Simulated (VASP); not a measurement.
# Si4Mo2C in VASP: relaxation of the atoms with PBE

Aim: the relaxation of the atoms of Si4Mo2C with PBE.

Everything below comes from runs of VASP 6.6.1. Logs are shortened: lines on timing, memory, paths and dates and some standing lists are left out, and cuts for length are marked.

### Step 1. The cell of the first run

The cell holds a slab with vacuum, 7 atoms: a = 3.217 Å, b = 3.217 Å, c = 21.879 Å, α = 90.00°, β = 90.00°, γ = 90.00°.

### Step 2. Relaxation of the atoms, PBE

Input file INCAR:

```
PREC = Accurate ; ENCUT = 520
EDIFF = 1E-6 ; ISMEAR = 0
SIGMA = 0.1 ; LREAL = F
LASPH = T ; NELM = 80
ALGO = Normal ; ISIF = 2
LWAVE = F ; LCHARG = F
LDIPOL = T ; IDIPOL = 3
DIPOL = 0.5 0.5 0.358 ; GGA = PE
IBRION = 2 ; NSW = 36
EDIFFG = -0.025 ; KPAR = 4
```

Input file KPOINTS:

```
regular mesh
0
Gamma
  8 8 1
```

Input file POSCAR:

```
Si4Mo2C
1.0
    3.2169717285      0.0000000000      0.0000000000
    0.0000000000      3.2169717285      0.0000000000
    0.0000000000      0.0000000000     21.8787970046
Si Mo C
4 2 1
Selective dynamics
Direct
    0.0000000000      0.0000000000      0.1828254085  F F F
    0.0000000000      0.0000000000      0.3015081460  F F F
    0.5000000000      0.5000000000      0.3593659936  F F F
    0.5000000000      0.5000000000      0.4743769505  F F F
    0.5000000000      0.5000000000      0.2421667772  F F F
    0.0000000000      0.0000000000      0.4192862006  F F F
    0.6250000000      0.8750000000      0.5254536009  F F T
```

Potentials or basis: VASP PAW PBE potentials, release 64 (Si, Mo_sv, C).

On the command line:

```sh
> cat potpaw_PBE.64/Si/POTCAR potpaw_PBE.64/Mo_sv/POTCAR potpaw_PBE.64/C/POTCAR > POTCAR
> mpirun -np 4 vasp_std > vasp.out
```

OUTCAR:

```text
PREC = Accurate
   ENCUT = 520
   EDIFF = 1E-6
   ISMEAR = 0
   LREAL = F
   LASPH = T
   NELM = 80
   ISIF = 2
   GGA = PE
   IBRION = 2
   NSW = 36
   EDIFFG = -0.025

 ion  position               nearest neighbor table
   1  0.000  0.000  0.183-   2 2.60   5 2.62   5 2.62   5 2.62   5 2.62
   2  0.000  0.000  0.302-   6 2.58   1 2.60   3 2.60   3 2.60   3 2.60   3 2.60   5 2.62   5 2.62
                             5 2.62   5 2.62
   3  0.500  0.500  0.359-   4 2.52   5 2.56   2 2.60   2 2.60   2 2.60   2 2.60   6 2.63   6 2.63
                             6 2.63   6 2.63
   4  0.500  0.500  0.474-   7 1.69   7 2.34   3 2.52   6 2.57   6 2.57   6 2.57   6 2.57
   5  0.500  0.500  0.242-   3 2.56   1 2.62   1 2.62   1 2.62   1 2.62   2 2.62   2 2.62   2 2.62
                             2 2.62
   6  0.000  0.000  0.419-   4 2.57   4 2.57   4 2.57   4 2.57   2 2.58   3 2.63   3 2.63   3 2.63
                             3 2.63   7 2.65
   7  0.625  0.875  0.525-   4 1.69   4 2.34   6 2.65

  LATTYP: Found a simple tetragonal cell.
 ALAT       =     3.2169717285
 C/A-ratio  =     6.8010535532

  Lattice vectors:

 A1 = (   3.2169717285,   0.0000000000,   0.0000000000)
 A2 = (   0.0000000000,   3.2169717285,   0.0000000000)
 A3 = (   0.0000000000,   0.0000000000,  21.8787970046)

Analysis of symmetry for initial positions (statically):
=====================================================================
 Subroutine PRICEL returns:
 Original cell was already a primitive cell.

 Routine SETGRP: Setting up the symmetry group for a
 simple tetragonal supercell.

 Subroutine GETGRP returns: Found  1 space group operations
 (whereof  1 operations were pure point group operations)
 out of a pool of 16 trial point group operations.

The static configuration has the point symmetry C_1 .

Analysis of symmetry for dynamics (positions and initial velocities):
=====================================================================
 Subroutine PRICEL returns:
 Original cell was already a primitive cell.

 Routine SETGRP: Setting up the symmetry group for a
 simple tetragonal supercell.

 Subroutine GETGRP returns: Found  1 space group operations
 (whereof  1 operations were pure point group operations)
 out of a pool of 16 trial point group operations.

The dynamic configuration has the point symmetry C_1 .

Analysis of constrained symmetry for selective dynamics:
=====================================================================
 Subroutine PRICEL returns:
 Original cell was already a primitive cell.

 Routine SETGRP: Setting up the symmetry group for a
 simple tetragonal supercell.

 Subroutine GETGRP returns: Found  1 space group operations
 (whereof  1 operations were pure point group operations)
 out of a pool of 16 trial point group operations.

The constrained configuration has the point symmetry C_1 .

 Subroutine INISYM returns: Found  1 space group operations
 (whereof  1 operations are pure point group operations),
 and found     1 'primitive' translations

----------------------------------------------------------------------------------------

                                     Primitive cell

  volume of cell :     226.4216

  direct lattice vectors                    reciprocal lattice vectors
     3.216971728  0.000000000  0.000000000     0.310851349  0.000000000  0.000000000
     0.000000000  3.216971728  0.000000000     0.000000000  0.310851349  0.000000000
     0.000000000  0.000000000 21.878797005     0.000000000  0.000000000  0.045706352

  length of vectors
     3.216971728  3.216971728 21.878797005     0.310851349  0.310851349  0.045706352

  position of ions in fractional coordinates (direct lattice)
     0.000000000  0.000000000  0.182825409
     0.000000000  0.000000000  0.301508146
     0.500000000  0.500000000  0.359365994
     0.500000000  0.500000000  0.474376951
     0.500000000  0.500000000  0.242166777
     0.000000000  0.000000000  0.419286201
     0.625000000  0.875000000  0.525453601

  ion indices of the primitive-cell ions
   primitive index   ion index
                 1           1
                 2           2
                 3           3
                 4           4
                 5           5
                 6           6
                 7           7

----------------------------------------------------------------------------------------

 KPOINTS: regular mesh

Automatic generation of k-mesh.
 Grid dimensions read from file:
 generate k-points for:    8    8    1

 Generating k-lattice:

  Cartesian coordinates                     Fractional coordinates (reciprocal lattice)
     0.038856419  0.000000000  0.000000000     0.125000000  0.000000000  0.000000000
     0.000000000  0.038856419  0.000000000     0.000000000  0.125000000  0.000000000
     0.000000000  0.000000000  0.045706352     0.000000000  0.000000000  1.000000000

  Length of vectors
     0.038856419  0.038856419  0.045706352

  Shift w.r.t. Gamma in fractional coordinates (k-lattice)
     0.000000000  0.000000000  0.000000000

 Subroutine IBZKPT returns following result:
 ===========================================

 Found     34 irreducible k-points:

 Following reciprocal coordinates:
            Coordinates               Weight
  0.000000  0.000000  0.000000      1.000000
  0.125000  0.000000  0.000000      2.000000
  0.000000  0.125000  0.000000      2.000000
  0.250000  0.000000  0.000000      2.000000
  0.000000  0.250000  0.000000      2.000000
  0.375000  0.000000  0.000000      2.000000
[... 16 lines left out ...]
 -0.250000  0.250000  0.000000      2.000000
  0.375000  0.250000  0.000000      2.000000
 [... further k-points ...]
   k-points           NKPTS =     34   k-points in BZ     NKDIM =     34   number of bands    NBANDS=     28
   number of dos      NEDOS =    301   number of ions     NIONS =      7
   total plane-waves  NPLWV =  96768
   dimension x,y,z NGX =    24 NGY =   24 NGZ =  168
   dimension x,y,z NGXF=    48 NGYF=   48 NGZF=  336
   ions per type =               4   2   1
   NGX,Y,Z   is equivalent  to a cutoff of  12.40, 12.40, 12.77 a.u.
   NGXF,Y,Z  is equivalent  to a cutoff of  24.81, 24.81, 25.53 a.u.
 SYSTEM =  unknown system
   PREC   = accura    normal or accurate (medium, high low for compatibility)
   ISTART =      0    job   : 0-new  1-cont  2-samecut
   ICHARG =      2    charge: 1-file 2-atom 10-const
   ISPIN  =      1    spin polarized calculation?
   LNONCOLLINEAR =      F non collinear calculations
   LSORBIT =      F    spin-orbit coupling
   LASPH  =      T    aspherical Exc in radial PAW
   ENCUT  =  520.0 eV  38.22 Ry    6.18 a.u.   5.98  5.98 40.68*2*pi/ulx,y,z
   NELM   =     80;   NELMIN=  2; NELMDL= -5     # of ELM steps
   EDIFF  = 0.1E-05   stopping-criterion for ELM
   LREAL  =      F    real-space projection
   EDIFFG = -.3E-01   stopping-criterion for IOM
   NSW    =     36    number of steps for IOM
   IBRION =      2    ionic relax: 0-MD 1-quasi-New 2-CG
   NFREE  =      1    steps in history (QN), initial steepest desc. (CG)
   ISIF   =      2    stress and relaxation
   ISYM   =      2    0-nonsym 1-usesym 2-fastsym
   POTIM  = 0.5000    time-step for ionic-motion
   TEBEG  =    0.0;   TEEND  =   0.0 temperature during run
   PSTRESS=    0.0 pullay stress
   NELECT =      48.0000    total number of electrons
   NUPDOWN=      -1.0000    fix difference up-down
   EMIN   =  10.00;   EMAX   =-10.00  energy-range for DOS
   EFERMI =   0.00;   METHOD = LEGACY
   ISMEAR =     0;   SIGMA  =   0.10  broadening in eV -4-tet -1-fermi 0-gaus
   EFERMI_NEDOS =   21; number of points for ismear=-14 and -15
   IALGO  =     38    algorithm
   IMIX   =      4    mixing-type and parameters
     AMIX     =   0.40;   BMIX     =  1.00
     AMIX_MAG =   1.60;   BMIX_MAG =  1.00
  volume/ion in A,a.u.               =      32.35       218.28
  Fermi-wavevector in a.u.,A,eV,Ry     =   0.976149  1.844653 12.964530  0.952866
  Thomas-Fermi vector in A             =   2.106744
   LORBIT       =      0    0 simple, 1 ext, 2 COOP (PROOUT), +10 PAW based schemes
   GGA     = PE    functional components
   LHFCALC =     F    Hartree Fock is set to
   AEXX    =    0.0000 exact exchange contribution
   IVDW    =     0    specifies the selected vdW correction
   LEPSILON=     F    determine dielectric tensor
   LRPA    =     F    only Hartree local field effects (RPA)
 conjugate gradient relaxation of ions
 non-spin polarized calculation
 Gauss-broadening in eV      SIGMA  =   0.10
  energy-cutoff  :      520.00
  volume of cell :      226.42
 maximum number of plane-waves:      6156
   NGX = 11   NGY = 11   NGZ = 81

 dipolmoment           0.000000      0.000000     -0.041436 electrons x Angstroem

--------------------------------------- Ionic step        1  -------------------------------------------

 number of electron      48.0000006 magnetization

 Free energy of the ion-electron system (eV)
  ---------------------------------------------------
  ext. energy  EPLUGINS =         0.00000000
  ---------------------------------------------------
  free energy    TOTEN  =       -49.47699906 eV

  energy without entropy =      -49.46736865  energy(sigma->0) =      -49.47218386

------------------------ aborting loop because EDIFF is reached ----------------------------------------

  FORCE on cell =-STRESS in cart. coord.  units (eV):
  Direction    XX          YY          ZZ          XY          YZ          ZX
  --------------------------------------------------------------------------------------
  -------------------------------------------------------------------------------------
  Total       -0.5414422      2.8869458     -0.3997379      1.5326429      6.0726411     -0.7064394
  in kB       -3.8312877     20.4282554     -2.8285768     10.8451017     42.9704861     -4.9988208
  external PRESSURE =       4.5894636 kB  Pullay stress =       0.0000000 kB
[... 69 lines left out ...]
--------------------------------------- Ionic step        3  -------------------------------------------

 number of electron      48.0000006 magnetization

 dipolmoment           0.000000      0.000000      0.122510 electrons x Angstroem

 Free energy of the ion-electron system (eV)
  ---------------------------------------------------
  ext. energy  EPLUGINS =         0.00000000
  ---------------------------------------------------
  free energy    TOTEN  =       -49.47763933 eV

  energy without entropy =      -49.46808732  energy(sigma->0) =      -49.47286332

 E-fermi :   1.0680     XC(G=0):  -5.7291

 val. band max:        1.0508932116   @ k =   0.3750   0.0000   0.0000
 cond. band min:       1.1080500346   @ k =   0.1250   0.0000   0.0000
 fundamental gap:      0.0571568231
 Fermi energy:         1.0680017750

 k-point     1 :       0.0000    0.0000    0.0000
  band No.  band energies     occupation
      1     -59.6415      2.00000
      2     -59.4567      2.00000
      3     -33.8110      2.00000
      4     -33.7743      2.00000
      5     -33.6453      2.00000
      6     -33.6109      2.00000
[... 733 lines left out ...]
     27       2.8940      0.00000
     28       3.3149      0.00000

 [... further k-points ...]

------------------------ aborting loop because EDIFF is reached ----------------------------------------

 vacuum level on the upper side and lower side of the slab       (xc-potential included)         1.031        -1.055

  FORCE on cell =-STRESS in cart. coord.  units (eV):
  Direction    XX          YY          ZZ          XY          YZ          ZX
  --------------------------------------------------------------------------------------
  -------------------------------------------------------------------------------------
  Total       -0.5064914      3.0789813     -0.2606570      1.6157614      6.2631290     -0.6760988
  in kB       -3.5839728     21.7871142     -1.8444293     11.4332547     44.3183936     -4.7841280
  external PRESSURE =       5.4529040 kB  Pullay stress =       0.0000000 kB
[... 22 lines left out ...]
  FREE ENERGIE OF THE ION-ELECTRON SYSTEM (eV)
  ---------------------------------------------------
  free  energy   TOTEN  =       -49.4776393309 eV

  energy  without entropy=      -49.4680873150  energy(sigma->0) =      -49.47286332

 reached required accuracy - stopping structural energy minimisation

 vacuum level on the upper side and lower side of the slab         7.674         5.592
```

It took 3.2 min on 4 MPI ranks of AMD EPYC 7R43 (Zen 3), shared host; peak memory 0.42 GiB.

What came out:

```yaml
Free_energy: -49.4776 eV
Energy_gained_by_relaxing: 0.1 meV/atom
Ionic_steps: 3
Band_gap_on_the_k_mesh: zero (bands 24 and 25 overlap by 0.61 eV)
```

Step by step:
| step | energy change (eV) | largest force on free atoms (eV/Å) | pressure (GPa) |
| --- | --- | --- | --- |
| 1 | 0.0000 | 0.1192 | 0.46 |
| 2 | -0.0005 | 0.0547 | 0.50 |
| 3 | -0.0006 | 0.0001 | 0.55 |

Final structure:
```yaml
crystal:
  lattice:
    - [3.21697, 0.00000, 0.00000]
    - [0.00000, 3.21697, 0.00000]
    - [0.00000, 0.00000, 21.87880]
  atoms:
    - { symbol: Si, position: [0.00000, 0.00000, 0.18283] }
    - { symbol: Si, position: [0.00000, 0.00000, 0.30151] }
    - { symbol: Si, position: [0.50000, 0.50000, 0.35937] }
    - { symbol: Si, position: [0.50000, 0.50000, 0.47438] }
    - { symbol: Mo, position: [0.50000, 0.50000, 0.24217] }
    - { symbol: Mo, position: [0.00000, 0.00000, 0.41929] }
    - { symbol: C, position: [0.62500, 0.87500, 0.52497] }
```

The gap in the log of VASP goes by the Fermi energy; the results here count the filled bands.